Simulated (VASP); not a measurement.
# CuAu (P4/mmm) in VASP: single point with PBEsol

Aim: the single point of CuAu with PBEsol.

All numbers are computed with VASP 6.6.1; they aren't measurements. Logs are shortened: lines on timing, memory, paths and dates and some standing lists are left out, and cuts for length are marked.

## 1. The cell of the first run

It takes space group P4/mmm (No. 123, tetragonal). Conventional cell: a = 2.800 Å, b = 2.800 Å, c = 3.670 Å, α = 90.00°, β = 90.00°, γ = 90.00°. Cu (site symmetry 4/mmm) has 8 Au at 2.70 Å and 4 Cu at 2.80 Å within 3.6 Å. Au (site symmetry 4/mmm) has 8 Cu at 2.70 Å and 4 Au at 2.80 Å within 3.6 Å.

## 2. Single point, PBEsol

INCAR reads:

```
SYSTEM = CuAu
  ALGO = Fast
  EDIFF = 1E-6
  ENCUT = 520
  GGA = PS
  ISIF = 2
  ISMEAR = 0
  LASPH = .TRUE.
  LCHARG = .TRUE.
  LELF = .TRUE.
  LREAL = .FALSE.
  LVHAR = .TRUE.
  LWAVE = .FALSE.
  NBANDS = 18
  NELM = 80
  PREC = Accurate
  SIGMA = 0.15
```

KPOINTS reads:

```
k-points
0
G
  18 18 14
  0 0 0
```

POSCAR reads:

```
CuAu
1.0
    2.8000000000      0.0000000000      0.0000000000
    0.0000000000      2.8000000000      0.0000000000
    0.0000000000      0.0000000000      3.6700000000
Cu Au
1 1
Direct
    0.5000000000      0.5000000000      0.5000000000
    0.0000000000      0.0000000000      0.0000000000
```

Potentials or basis: VASP PAW PBE potentials, release 64 (Cu, Au).

The run is started by

```console
cat potpaw_PBE.64/Cu/POTCAR potpaw_PBE.64/Au/POTCAR > POTCAR
mpirun -np 1 vasp_std > vasp.out
```

OUTCAR:

```text
SYSTEM = CuAu
   EDIFF = 1E-6
   ENCUT = 520
   GGA = PS
   ISIF = 2
   ISMEAR = 0
   LASPH = .TRUE.
   LREAL = .FALSE.
   NELM = 80
   PREC = Accurate

 ion  position               nearest neighbor table
   1  0.500  0.500  0.500-   2 2.70   2 2.70   2 2.70   2 2.70   2 2.70   2 2.70   2 2.70   2 2.70

   2  0.000  0.000  0.000-   1 2.70   1 2.70   1 2.70   1 2.70   1 2.70   1 2.70   1 2.70   1 2.70

  LATTYP: Found a simple tetragonal cell.
 ALAT       =     2.8000000000
 C/A-ratio  =     1.3107142857

  Lattice vectors:

 A1 = (   2.8000000000,   0.0000000000,   0.0000000000)
 A2 = (   0.0000000000,   2.8000000000,   0.0000000000)
 A3 = (   0.0000000000,   0.0000000000,   3.6700000000)

Analysis of symmetry for initial positions (statically):
=====================================================================
 Subroutine PRICEL returns:
 Original cell was already a primitive cell.

 Routine SETGRP: Setting up the symmetry group for a
 simple tetragonal supercell.

 Subroutine GETGRP returns: Found 16 space group operations
 (whereof 16 operations were pure point group operations)
 out of a pool of 16 trial point group operations.

The static configuration has the point symmetry D_4h.

Analysis of symmetry for dynamics (positions and initial velocities):
=====================================================================
 Subroutine PRICEL returns:
 Original cell was already a primitive cell.

 Routine SETGRP: Setting up the symmetry group for a
 simple tetragonal supercell.

 Subroutine GETGRP returns: Found 16 space group operations
 (whereof 16 operations were pure point group operations)
 out of a pool of 16 trial point group operations.

The dynamic configuration has the point symmetry D_4h.

 Subroutine INISYM returns: Found 16 space group operations
 (whereof 16 operations are pure point group operations),
 and found     1 'primitive' translations

----------------------------------------------------------------------------------------

                                     Primitive cell

  volume of cell :      28.7728

  direct lattice vectors                    reciprocal lattice vectors
     2.800000000  0.000000000  0.000000000     0.357142857  0.000000000  0.000000000
     0.000000000  2.800000000  0.000000000     0.000000000  0.357142857  0.000000000
     0.000000000  0.000000000  3.670000000     0.000000000  0.000000000  0.272479564

  length of vectors
     2.800000000  2.800000000  3.670000000     0.357142857  0.357142857  0.272479564

  position of ions in fractional coordinates (direct lattice)
     0.500000000  0.500000000  0.500000000
     0.000000000  0.000000000  0.000000000

  ion indices of the primitive-cell ions
   primitive index   ion index
                 1           1
                 2           2

----------------------------------------------------------------------------------------

 KPOINTS: k-points

Automatic generation of k-mesh.
 Grid dimensions read from file:
 generate k-points for:   18   18   14

 Generating k-lattice:

  Cartesian coordinates                     Fractional coordinates (reciprocal lattice)
     0.019841270  0.000000000  0.000000000     0.055555556  0.000000000  0.000000000
     0.000000000  0.019841270  0.000000000     0.000000000  0.055555556  0.000000000
     0.000000000  0.000000000  0.019462826     0.000000000  0.000000000  0.071428571

  Length of vectors
     0.019841270  0.019841270  0.019462826

  Shift w.r.t. Gamma in fractional coordinates (k-lattice)
     0.000000000  0.000000000  0.000000000

 Subroutine IBZKPT returns following result:
 ===========================================

 Found    440 irreducible k-points:

 Following reciprocal coordinates:
            Coordinates               Weight
  0.000000  0.000000  0.000000      1.000000
  0.055556  0.000000  0.000000      4.000000
  0.111111  0.000000  0.000000      4.000000
  0.166667  0.000000  0.000000      4.000000
  0.222222  0.000000  0.000000      4.000000
  0.277778  0.000000  0.000000      4.000000
[... 16 lines left out ...]
  0.277778  0.111111  0.000000      8.000000
  0.333333  0.111111  0.000000      8.000000
 [... further k-points ...]
   k-points           NKPTS =    440   k-points in BZ     NKDIM =    440   number of bands    NBANDS=     18
   number of dos      NEDOS =    301   number of ions     NIONS =      2
   total plane-waves  NPLWV =  16128
   dimension x,y,z NGX =    24 NGY =   24 NGZ =   28
   dimension x,y,z NGXF=    48 NGYF=   48 NGZF=   56
   ions per type =               1   1
   NGX,Y,Z   is equivalent  to a cutoff of  14.25, 14.25, 12.68 a.u.
   NGXF,Y,Z  is equivalent  to a cutoff of  28.50, 28.50, 25.37 a.u.
 SYSTEM =  CuAu
   PREC   = accura    normal or accurate (medium, high low for compatibility)
   ISTART =      0    job   : 0-new  1-cont  2-samecut
   ICHARG =      2    charge: 1-file 2-atom 10-const
   ISPIN  =      1    spin polarized calculation?
   LNONCOLLINEAR =      F non collinear calculations
   LSORBIT =      F    spin-orbit coupling
   LASPH  =      T    aspherical Exc in radial PAW
   ENCUT  =  520.0 eV  38.22 Ry    6.18 a.u.   5.21  5.21  6.82*2*pi/ulx,y,z
   NELM   =     80;   NELMIN=  2; NELMDL= -5     # of ELM steps
   EDIFF  = 0.1E-05   stopping-criterion for ELM
   LREAL  =      F    real-space projection
   EDIFFG = 0.1E-04   stopping-criterion for IOM
   NSW    =      0    number of steps for IOM
   IBRION =     -1    ionic relax: 0-MD 1-quasi-New 2-CG
   NFREE  =      0    steps in history (QN), initial steepest desc. (CG)
   ISIF   =      2    stress and relaxation
   ISYM   =      2    0-nonsym 1-usesym 2-fastsym
   POTIM  = 0.5000    time-step for ionic-motion
   TEBEG  =    0.0;   TEEND  =   0.0 temperature during run
   PSTRESS=    0.0 pullay stress
   NELECT =      22.0000    total number of electrons
   NUPDOWN=      -1.0000    fix difference up-down
   EMIN   =  10.00;   EMAX   =-10.00  energy-range for DOS
   EFERMI =   0.00;   METHOD = LEGACY
   ISMEAR =     0;   SIGMA  =   0.15  broadening in eV -4-tet -1-fermi 0-gaus
   EFERMI_NEDOS =   21; number of points for ismear=-14 and -15
   IALGO  =     68    algorithm
   IMIX   =      4    mixing-type and parameters
     AMIX     =   0.40;   BMIX     =  1.00
     AMIX_MAG =   1.60;   BMIX_MAG =  1.00
  volume/ion in A,a.u.               =      14.39        97.08
  Fermi-wavevector in a.u.,A,eV,Ry     =   1.497000  2.828919 30.490762  2.241008
  Thomas-Fermi vector in A             =   2.608944
   LORBIT       =      0    0 simple, 1 ext, 2 COOP (PROOUT), +10 PAW based schemes
   GGA     = PS    functional components
   LHFCALC =     F    Hartree Fock is set to
   AEXX    =    0.0000 exact exchange contribution
   IVDW    =     0    specifies the selected vdW correction
   LEPSILON=     F    determine dielectric tensor
   LRPA    =     F    only Hartree local field effects (RPA)
 non-spin polarized calculation
 RMM-DIIS sequential band-by-band and
 Gauss-broadening in eV      SIGMA  =   0.15
  energy-cutoff  :      520.00
  volume of cell :       28.77
 maximum number of plane-waves:       800
 NGX is ok and might be reduce to    24
   NGX = 11   NGY = 11   NGZ = 13

 number of electron      22.0000009 magnetization

 Free energy of the ion-electron system (eV)
  ---------------------------------------------------
  ext. energy  EPLUGINS =         0.00000000
  ---------------------------------------------------
  free energy    TOTEN  =        -8.35798081 eV

  energy without entropy =       -8.35076054  energy(sigma->0) =       -8.35437067

 E-fermi :   8.7244     XC(G=0): -12.9040

 val. band max:        8.7192955094   @ k =   0.4444   0.1111   0.5000
 cond. band min:       8.7253930535   @ k =   0.0556   0.0556   0.2143
 fundamental gap:      0.0060975442
 Fermi energy:         8.7243848348

 k-point     1 :       0.0000    0.0000    0.0000
  band No.  band energies     occupation
      1      -1.2175      2.00000
      2       2.0199      2.00000
      3       2.1780      2.00000
      4       4.6202      2.00000
      5       4.6202      2.00000
      6       5.7127      2.00000
[... 10 lines left out ...]
     17      25.6333      0.00000
     18      26.1375      0.00000

 k-point     2 :       0.0556    0.0000    0.0000
  band No.  band energies     occupation
      1      -1.1443      2.00000
      2       2.0591      2.00000
      3       2.2181      2.00000
      4       4.5754      2.00000
      5       4.6375      2.00000
      6       5.6809      2.00000
[... 10 lines left out ...]
     17      26.1745      0.00000
     18      26.2021      0.00000

 k-point     3 :       0.1111    0.0000    0.0000
  band No.  band energies     occupation
      1      -0.9290      2.00000
      2       2.1550      2.00000
      3       2.3552      2.00000
      4       4.4441      2.00000
      5       4.6886      2.00000
      6       5.5877      2.00000
[... 10 lines left out ...]
     17      26.2251      0.00000
     18      27.6917      0.00000

 k-point     4 :       0.1667    0.0000    0.0000
  band No.  band energies     occupation
      1      -0.5841      2.00000
      2       2.2784      2.00000
      3       2.6042      2.00000
      4       4.2385      2.00000
      5       4.7711      2.00000
      6       5.4415      2.00000
[... 375 lines left out ...]
      4       3.9572      2.00000
      5       4.6284      2.00000
      6       5.0522      2.00000
[... 10 lines left out ...]
     17      25.6841      0.00000
     18      28.3840      0.00000

 k-point    23 :       0.2778    0.1111    0.0000
  band No.  band energies     occupation
      1       0.6672      2.00000
      2       2.8045      2.00000
      3       3.3353      2.00000
      4       3.6865      2.00000
      5       4.6543      2.00000
      6       4.8828      2.00000
[... 10 lines left out ...]
     17      24.5202      0.00000
     18      27.3998      0.00000

 k-point    24 :       0.3333    0.1111    0.0000
  band No.  band energies     occupation
      1       1.2105      2.00000
      2       2.9755      2.00000
      3       3.4388      2.00000
      4       3.5701      2.00000
      5       4.6698      2.00000
      6       4.8273      2.00000
[... 10 lines left out ...]
     17      23.2493      0.00000
     18      26.1605      0.00000

 [... further k-points ...]

------------------------ aborting loop because EDIFF is reached ----------------------------------------

  FORCE on cell =-STRESS in cart. coord.  units (eV):
  Direction    XX          YY          ZZ          XY          YZ          ZX
  --------------------------------------------------------------------------------------
  -------------------------------------------------------------------------------------
  Total       -0.2733044     -0.2733044     -0.3898267      0.0000000      0.0000000      0.0000000
  in kB      -15.2186156    -15.2186156    -21.7070098      0.0000000      0.0000000      0.0000000
  external PRESSURE =     -17.3814137 kB  Pullay stress =       0.0000000 kB

 VOLUME and BASIS-vectors are now :
 -----------------------------------------------------------------------------
  energy-cutoff  :      520.00
  volume of cell :       28.77
      direct lattice vectors                 reciprocal lattice vectors
     2.800000000  0.000000000  0.000000000     0.357142857  0.000000000  0.000000000
     0.000000000  2.800000000  0.000000000     0.000000000  0.357142857  0.000000000
     0.000000000  0.000000000  3.670000000     0.000000000  0.000000000  0.272479564

 POSITION                                       TOTAL-FORCE (eV/Angst)
 -----------------------------------------------------------------------------------
      1.40000      1.40000      1.83500         0.000000      0.000000      0.000000
      0.00000      0.00000      0.00000         0.000000      0.000000      0.000000
 -----------------------------------------------------------------------------------
    total drift:                                0.000000      0.000000     -0.000000

  FREE ENERGIE OF THE ION-ELECTRON SYSTEM (eV)
  ---------------------------------------------------
  free  energy   TOTEN  =        -8.3579808104 eV

  energy  without entropy=       -8.3507605382  energy(sigma->0) =       -8.35437067
```

It took 86 s on 1 thread of Intel Xeon 6975P-C (Granite Rapids), shared host; peak memory 0.34 GiB.

Results:

- Free energy: -8.3580 eV
- Pressure: -1.7 GPa
- Band gap on the k mesh: zero (band 11 reaches 14.10 eV, above the bottom of band 12 at 6.72 eV)

Caveat: the PAW data sets were made with another functional, which shifts forces and pressure a little; spin-orbit coupling is left out, which moves the levels of the heavy elements.
